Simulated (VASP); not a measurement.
# Al (Im-3m) in VASP: settings compared, part 2 of 2

VASP 6.6.1. The steps go on from the part before.

### 4 Single point, PBE0

This run uses another cell than the first one, of 16.76 Å³/atom, 1.040 times its volume.

File POSCAR:

```
Al
1.0
   -1.6121581793      1.6121581793      1.6121581793
    1.6121581793     -1.6121581793      1.6121581793
    1.6121581793      1.6121581793     -1.6121581793
Al
1
Direct
    0.0000000000      0.0000000000      0.0000000000
```

File INCAR.step1:

```
  PREC = Accurate
  ENCUT = 520
  EDIFF = 1E-5
  ISMEAR = -1
  SIGMA = 0.05
  LREAL = F
  LASPH = T
  NELM = 80
  ALGO = Normal
  ISIF = 2
  LWAVE = T
  LCHARG = F
  NBANDS = 8
  GGA = PE
```

File INCAR.step2:

```
  PREC = Accurate
  ENCUT = 520
  EDIFF = 1E-6
  ISMEAR = -1
  SIGMA = 0.05
  LREAL = F
  LASPH = T
  NELM = 80
  ALGO = Normal
  ISIF = 2
  LWAVE = F
  LCHARG = F
  GGA = PE
  LHFCALC = T
  AEXX = 0.25
  PRECFOCK = Normal
  NBANDS = 8
  ISTART = 1
```

File KPOINTS:

```
Automatic mesh
0
Gamma
  8 8 8
```

Potentials or basis: VASP PAW PBE potentials, release 64 (Al).

Command:

```console
> cat potpaw_PBE.64/Al/POTCAR > POTCAR
> cp INCAR.step1 INCAR
> mpirun -np 1 vasp_std > vasp.out
> cp INCAR.step2 INCAR
> mpirun -np 1 vasp_std > vasp.out
```

OUTCAR:

```text
PREC = Accurate
   ENCUT = 520
   EDIFF = 1E-6
   ISMEAR = -1
   LREAL = F
   LASPH = T
   NELM = 80
   ISIF = 2
   GGA = PE
   LHFCALC = T
   AEXX = 0.25
   PRECFOCK = Normal
   ISTART = 1

 ion  position               nearest neighbor table
   1  0.000  0.000  0.000-

  LATTYP: Found a body centered cubic cell.
 ALAT       =     3.2243163586

  Lattice vectors:

 A1 = (  -1.6121581793,   1.6121581793,   1.6121581793)
 A2 = (   1.6121581793,  -1.6121581793,   1.6121581793)
 A3 = (   1.6121581793,   1.6121581793,  -1.6121581793)

Analysis of symmetry for initial positions (statically):
=====================================================================
 Subroutine PRICEL returns:
 Original cell was already a primitive cell.

 Routine SETGRP: Setting up the symmetry group for a
 body centered cubic supercell.

 Subroutine GETGRP returns: Found 48 space group operations
[... 9 lines left out ...]

 Routine SETGRP: Setting up the symmetry group for a
 body centered cubic supercell.

 Subroutine GETGRP returns: Found 48 space group operations
[... 11 lines left out ...]
                                     Primitive cell

  volume of cell :      16.7603

  direct lattice vectors                    reciprocal lattice vectors
    -1.612158179  1.612158179  1.612158179     0.000000000  0.310143264  0.310143264
     1.612158179 -1.612158179  1.612158179     0.310143264  0.000000000  0.310143264
     1.612158179  1.612158179 -1.612158179     0.310143264  0.310143264  0.000000000

  length of vectors
     2.792339876  2.792339876  2.792339876     0.438608810  0.438608810  0.438608810

  position of ions in fractional coordinates (direct lattice)
[... 92 lines left out ...]
   ISMEAR =    -1;   SIGMA  =   0.05  broadening in eV -4-tet -1-fermi 0-gaus
   EFERMI_NEDOS =   21; number of points for ismear=-14 and -15
   IALGO  =     38    algorithm
   IMIX   =      1    mixing-type and parameters
     AMIX     =   0.40;   BMIX     =  1.00
     AMIX_MAG =   1.60;   BMIX_MAG =  1.00
  volume/ion in A,a.u.               =      16.76       113.10
  Fermi-wavevector in a.u.,A,eV,Ry     =   0.922616  1.743491 11.581553  0.851220
  Thomas-Fermi vector in A             =   2.048162
   LORBIT       =      0    0 simple, 1 ext, 2 COOP (PROOUT), +10 PAW based schemes
   GGA     = PE    functional components
   LHFCALC =     T    Hartree Fock is set to
   PRECFOCK=normal    Normal, Fast or Accurate (Low or Medium for compatibility)
   ENCUT4O =  -1.0   cutoff for four orbital integrals eV
   NKREDX  =     1    reduce k-point grid by
   NKREDY  =     1    reduce k-point grid by
   NKREDZ  =     1    reduce k-point grid by
   AEXX    =    0.2500 exact exchange contribution
   HFSCREEN=    0.0000 screening length (either q_TF or 0.3 A-1)
   HFSCREENC=   0.0000 screening length for correlation (either q_TF or 0.3 A-1)
   ENCUTFOCK=  -1.0 apply spherical cutoff to Coloumb kernel
   IVDW    =     0    specifies the selected vdW correction
   LEPSILON=     F    determine dielectric tensor
   LRPA    =     F    only Hartree local field effects (RPA)
 non-spin polarized calculation
  energy-cutoff  :      520.00
  volume of cell :       16.76
 maximum number of plane-waves:       466
 NGX is ok and might be reduce to    24
  NGX = 16; NGY = 16; NGZ = 16

 number of electron       3.0000000 magnetization

 Free energy of the ion-electron system (eV)
  ---------------------------------------------------
  ext. energy  EPLUGINS =         0.00000000
  ---------------------------------------------------
  free energy    TOTEN  =        -4.24749515 eV

  energy without entropy =       -4.24564368  energy(sigma->0) =       -4.24656941

 E-fermi :   8.1193     XC(G=0):  -7.9827

 val. band max:        7.6921716758   @ k =   0.2500   0.2500   0.1250
 cond. band min:       8.2180613838   @ k =  -0.3750   0.3750   0.1250
 fundamental gap:      0.5258897081
 Fermi energy:         8.1193312756

 k-point     1 :       0.0000    0.0000    0.0000
  band No.  band energies     occupation
      1      -5.1963      2.00000
      2      22.5421      0.00000
      3      22.5421      0.00000
      4      22.5421      0.00000
      5      23.8773      0.00000
      6      23.8773      0.00000
      7      23.8773      0.00000
      8      25.5268      0.00000
[... 243 lines left out ...]
 k-point    24 :      -0.3750    0.3750    0.2500
  band No.  band energies     occupation
      1       1.2643      2.00000
      2       9.6837      0.00000
      3      12.5251      0.00000
      4      14.7085      0.00000
      5      17.4761      0.00000
      6      23.6671      0.00000
      7      25.8193      0.00000
      8      28.7955      0.00000

 [... further k-points ...]
[... 5 lines left out ...]
  --------------------------------------------------------------------------------------
  -------------------------------------------------------------------------------------
  Total        0.0410182      0.0410182      0.0410182      0.0000000      0.0000000      0.0000000
  in kB        3.9210668      3.9210668      3.9210668      0.0000000      0.0000000      0.0000000
  external PRESSURE =       3.9210668 kB  Pullay stress =       0.0000000 kB

 VOLUME and BASIS-vectors are now :
 -----------------------------------------------------------------------------
  energy-cutoff  :      520.00
  volume of cell :       16.76
      direct lattice vectors                 reciprocal lattice vectors
    -1.612158179  1.612158179  1.612158179     0.000000000  0.310143264  0.310143264
     1.612158179 -1.612158179  1.612158179     0.310143264  0.000000000  0.310143264
     1.612158179  1.612158179 -1.612158179     0.310143264  0.310143264  0.000000000

 POSITION                                       TOTAL-FORCE (eV/Angst)
 -----------------------------------------------------------------------------------
      0.00000      0.00000      0.00000         0.000000      0.000000      0.000000
 -----------------------------------------------------------------------------------
    total drift:                                0.000000     -0.000000     -0.000000

  FREE ENERGIE OF THE ION-ELECTRON SYSTEM (eV)
  ---------------------------------------------------
  free  energy   TOTEN  =        -4.2474951461 eV

  energy  without entropy=       -4.2456436789  energy(sigma->0) =       -4.24656941
```

OUTCAR.step1:

```text
PREC = Accurate
   ENCUT = 520
   EDIFF = 1E-5
   ISMEAR = -1
   LREAL = F
[... 480 lines left out ...]

 POSITION                                       TOTAL-FORCE (eV/Angst)
 -----------------------------------------------------------------------------------
      0.00000      0.00000      0.00000        -0.000000      0.000000      0.000000
 -----------------------------------------------------------------------------------
    total drift:                                0.000000      0.000000      0.000000

  FREE ENERGIE OF THE ION-ELECTRON SYSTEM (eV)
  ---------------------------------------------------
  free  energy   TOTEN  =        -3.6149061657 eV

  energy  without entropy=       -3.6084106011  energy(sigma->0) =       -3.61165838
```

It took 3 min on 1 thread of Intel Xeon Platinum 8559C (Emerald Rapids), shared host; peak memory 0.14 GiB.

What came out:

```yaml
Free_energy: -4.2475 eV
Pressure: 0.4 GPa
```

Caveat: the PAW data sets were made with another functional, which shifts forces and pressure a little.

### 5 Relaxation of cell and atoms, PBEsol, target pressure 20 GPa, at which the enthalpy is minimised

File INCAR:

```
SYSTEM = Al
PREC = Accurate
ENCUT = 600
EDIFF = 1E-7
ISMEAR = -1
SIGMA = 0.05
LREAL = .False.
LASPH = .True.
NELM = 100
ALGO = Normal
ISIF = 3
LWAVE = .False.
LCHARG = .False.
GGA = PS
IBRION = 2
NSW = 60
EDIFFG = -0.01
PSTRESS = 200.0
```

File KPOINTS:

```
Automatic mesh
0
Gamma
  12 12 12
  0 0 0
```

File POSCAR:

```
Al
1.0
   -1.5912186900      1.5912186900      1.5912186900
    1.5912186900     -1.5912186900      1.5912186900
    1.5912186900      1.5912186900     -1.5912186900
Al
1
Direct
    0.0000000000      0.0000000000      0.0000000000
```

Command:

```console
> cat potpaw_PBE.64/Al/POTCAR > POTCAR
> mpirun -np 1 vasp_std > vasp.out
```

Run time: 22 s. Hardware: 1 thread of Intel Xeon 8259CL, shared host; peak memory 0.14 GiB.

It converged, with:

- Free energy: -3.8421 eV
- Relaxed volume: 13.80 Å³/atom
- Relaxed cell: a = 2.617 Å, b = 2.617 Å, c = 2.617 Å, α = 109.47°, β = 109.47°, γ = 109.47°
- Space group after relaxing (to 0.05 Å): Im-3m (No. 229)
- Energy change on relaxing (the enthalpy is what falls): +145.0 meV/atom
- Ionic steps: 6
- Pressure after relaxing: 20.0 GPa

The path:
```tsv
step	energy change (eV)	largest force (eV/Å)	pressure (GPa)	volume (Å³)
1	0.0000	0.0000	2.32	16.12
2	0.4180	0.0000	40.70	12.31
3	0.1423	0.0000	19.78	13.82
4	0.1478	0.0000	20.25	13.77
5	0.1428	0.0000	19.82	13.81
6	0.1450	0.0000	20.00	13.80
```

Final structure:
```xyz
1
Lattice="-1.5109 1.5109 1.5109 1.5109 -1.5109 1.5109 1.5109 1.5109 -1.5109" Properties=species:S:1:pos:R:3 pbc="T T T"
Al    0.0000    0.0000    0.0000
```

Levels at points of the mesh, in eV from the Fermi level:
```csv
k point,band 1,band 2,band 3,band 4
"(0.00, 0.00, 0.00)",-12.42,14.38,14.38,14.38
"(0.50, 0.00, 0.00)",-5.00,-4.07,8.69,9.65
"(0.50, 0.50, 0.50)",2.23,2.23,2.23,2.67
```

Caveat: the cell is relaxed towards a set pressure, so the enthalpy falls and the energy may rise; the PAW data sets were made with another functional, which shifts forces and pressure a little.

### 6 Relaxation of cell and atoms, PBEsol, target pressure 30 GPa, at which the enthalpy is minimised

File INCAR:

```
  ALGO = Normal
  EDIFF = 1E-6
  EDIFFG = -0.01
  ENCUT = 600
  GGA = PS
  IBRION = 2
  ISIF = 3
  ISMEAR = -1
  LASPH = T
  LCHARG = F
  LREAL = F
  LWAVE = F
  NELM = 100
  NSW = 60
  PREC = Accurate
  PSTRESS = 300.0
  SIGMA = 0.05
```

File KPOINTS:

```
k-points
0
Gamma
  12 12 12
```

POSCAR is that of step 5.

Potentials or basis: VASP PAW PBE potentials, release 64 (Al).

Command:

```console
> cat potpaw_PBE.64/Al/POTCAR > POTCAR
> mpirun -np 1 vasp_std > vasp.out
```

It took 23 s on 1 thread of Intel Xeon 8259CL, shared host; peak memory 0.14 GiB.

It converged, with:

```yaml
Free_energy: -3.7168 eV
Relaxed_volume: 12.99 Å³/atom
Relaxed_cell: a = 2.565 Å, b = 2.565 Å, c = 2.565 Å, α = 109.47°, β = 109.47°, γ = 109.47°
Space_group_after_relaxing_to_0.05_Å: Im-3m (No. 229)
Energy_change_on_relaxing_the_enthalpy_is_what_falls: +270.2 meV/atom
Ionic_steps: 7
Pressure_after_relaxing: 30.0 GPa
```

The path:
```
step  energy change (eV)  largest force (eV/Å)  pressure (GPa)  volume (Å³)
   1              0.0000                0.0000            2.32        16.12
   2              1.1393                0.0000           89.19        10.45
   3              0.2490                0.0000           28.41        13.10
   4              0.2659                0.0000           29.67        13.01
   5              0.2767                0.0000           30.48        12.95
   6              0.2643                0.0000           29.56        13.02
   7              0.2702                0.0000           29.98        12.99
```

Final structure:
```
Al
1.0
    -1.48078    1.48078    1.48078
     1.48078   -1.48078    1.48078
     1.48078    1.48078   -1.48078
Al
1
Direct
  0.00000 0.00000 0.00000
```

Levels at points of the mesh, in eV from the Fermi level:
```tsv
k point	band 1	band 2	band 3	band 4	band 5
(0.00, 0.00, 0.00)	-12.90	14.77	14.77	14.77	18.26
(0.50, 0.00, 0.00)	-5.26	-4.18	8.83	10.20	11.74
(0.50, 0.50, 0.50)	2.35	2.35	2.35	2.54	2.54
```

Caveat: the cell is relaxed towards a set pressure, so the enthalpy falls and the energy may rise; the volume moved by over 15 % at a fixed basis, so the end points are rough; the PAW data sets were made with another functional, which shifts forces and pressure a little.

### 7 Summary

```tsv
task	level	cell	k mesh	cutoff (eV)	grid for exact exchange (PRECFOCK)	gap on the mesh (eV)	pressure (GPa)
single point	PBE0	a = 2.756 Å, angles 109.5°, 1 atom	8 × 8 × 8	520	Normal	none	3.7
single point	PBE0	a = 2.774 Å, angles 109.5°, 1 atom	8 × 8 × 8	520	Normal	none	1.9
single point	PBE0	a = 2.792 Å, angles 109.5°, 1 atom	8 × 8 × 8	520	Normal	none	0.4
relaxation of cell and atoms	PBEsol	relaxed to 20 GPa from a = 2.756 Å, angles 109.5°, 1 atom	12 × 12 × 12	600	-	none	20.0
relaxation of cell and atoms	PBEsol	relaxed to 30 GPa from a = 2.756 Å, angles 109.5°, 1 atom	12 × 12 × 12	600	-	none	30.0
```

Alike in all rows: potentials or basis VASP PAW PBE potentials, release 64 (Al); no spin polarisation; smearing fermi-dirac 0.05 eV.

Caveats: the PAW data sets were made with another functional, which shifts forces and pressure a little; the cell is relaxed towards a set pressure, so the enthalpy falls and the energy may rise (some runs); the volume moved by over 15 % at a fixed basis, so the end points are rough (some runs).

Total energies depend on the potentials used, so only differences within one code and one set of settings carry meaning.
